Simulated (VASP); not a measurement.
Set up this calculation in VASP 6.6.1, as the native input.

```yaml
Task: single point
Functional: PBE
Potentials_or_basis: VASP PAW PBE potentials, release 64 (Zr_sv)
Cutoff: 520 eV
k_mesh: 8 × 8 × 11
Occupations: fermi-dirac, width 0.05 eV
Spin: collinear spin, ferromagnetic start
Starting_moments: "[1.0, 1.0, 1.0] μB"
Dipole_correction: no
Further_INCAR_settings: ALGO = Normal; EDIFF = 1e-06; NBANDS = 29
```

The structure of Zr lies in POSCAR:

```
Zr
1.0
    4.9741258984      0.0000000000      0.0000000000
   -2.4870629492      4.3077193897      0.0000000000
    0.0000000000      0.0000000000      3.1050387479
Zr
3
Direct
    1.0000000000      0.0000000000      0.0000000000
    0.3333333333      0.6666666667      0.5000000000
    0.6666666667      0.3333333333      0.5000000000
```

This cell differs from its parent crystal: volume scaled by 0.96.

These files were run (other wordings do the same):

INCAR

```
SYSTEM = Zr
PREC = Accurate ; ENCUT = 520
EDIFF = 1E-6 ; ISMEAR = -1
SIGMA = 0.05 ; LREAL = .False.
LASPH = .True. ; NELM = 150
ALGO = Normal ; ISIF = 2
LWAVE = .False. ; LCHARG = .False.
ISPIN = 2 ; MAGMOM = 1 1 1
LORBIT = 11 ; LMAXMIX = 4
GGA = PE ; NBANDS = 29
```

KPOINTS

```
Automatic mesh
0
Gamma
  8 8 11
  0 0 0
```

Potentials or basis: VASP PAW PBE potentials, release 64 (Zr_sv).

Command:

```bash
$ cat potpaw_PBE.64/Zr_sv/POTCAR > POTCAR
$ mpirun -np 1 vasp_std > vasp.out
```

It gave:

| Item | Value |
| --- | --- |
| Pressure | 4.2 GPa |
| Band gap on the k mesh | zero (filled and empty bands overlap) |
| Net moment | 0.00 μB per cell |
| Valence electrons inside the program's atomic spheres | Zr 9.76, 9.96 |

It took 2.7 min on 1 thread of Intel(R) Xeon(R) Platinum 8259CL CPU @ 2.50GHz (Skylake/Cascade Lake), with other jobs on the host, peak memory 0.31 GiB.
